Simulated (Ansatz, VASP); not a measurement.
**One calculation of BN, two programs**

File INCAR:

```
ALGO = Normal
EDIFF = 1E-6
ENCUT = 520
ISIF = 2
ISMEAR = 0
LASPH = T
LCHARG = F
LREAL = F
LWAVE = F
NBANDS = 16
NELM = 80
PREC = Accurate
SIGMA = 0.05
```

KPOINTS

```
k-points
0
Gamma
  12 12 4
```

File POSCAR:

```
BN
1.0
    2.4254890914      0.0000000000      0.0000000000
   -1.2127445457      2.1005351698      0.0000000000
    0.0000000000      0.0000000000      6.1803887538
B N
2 2
Direct
    0.3333333333      0.6666666667      0.2500000000
    0.6666666667      0.3333333333      0.7500000000
    0.3333333333      0.6666666667      0.7500000000
    0.6666666667      0.3333333333      0.2500000000
```

Input for Ansatz:

```yaml
crystal:
  lattice:
    - [2.4254890914, 0.0, 0.0]
    - [-1.2127445457, 2.1005351698, 0.0]
    - [0.0, 0.0, 6.1803887538]
  atoms:
    - { symbol: B, position: [0.3333333333, 0.6666666667, 0.25] }
    - { symbol: B, position: [0.6666666667, 0.3333333333, 0.75] }
    - { symbol: "N", position: [0.3333333333, 0.6666666667, 0.75] }
    - { symbol: "N", position: [0.6666666667, 0.3333333333, 0.25] }
basis:
  ecutwfc: 520.0
kpoints:
  mp_grid: { grid: [12, 12, 4] }
hamiltonian:
  xc: lda
  pseudopotentials: { kind: paw, azcp: { folder: soft_1 } }
scf:
  occupations: { method: gaussian, width: 0.05 }
output:
  forces: true
  stress: true
  eigenvalues: true
```

Alike in both runs: task single point; functional LDA; k mesh 12 × 12 × 4; occupations gaussian, width 0.05 eV; no spin polarisation.

|  | VASP | Ansatz |
| --- | --- | --- |
| version | VASP 6.6.1 | Ansatz 0.2.0 |
| potentials or method | VASP PAW LDA potentials, release 64 (B, N), cutoff 520 eV | scalar-relativistic, plane waves, PAW |
| valence electrons in the cell | 16 | 16 |

|  | VASP | Ansatz | Ansatz less VASP |
| --- | --- | --- | --- |
| gap on the k mesh at the Fermi level (eV) | 4.06 | 4.07 | +0.014 |
| least direct gap on the mesh (eV) | 4.47 | 4.49 | +0.014 |
| pressure (GPa) | 24.3 | 23.6 | -0.68 |
| traceless stress, the component that is largest in VASP (GPa) | -22.34 | -21.44 | +0.895 |

Ansatz warns that its potentials were made for another functional, while VASP's fit it. LDA's correlation is that of Perdew and Zunger in VASP and of Perdew and Wang (1992) in Ansatz.
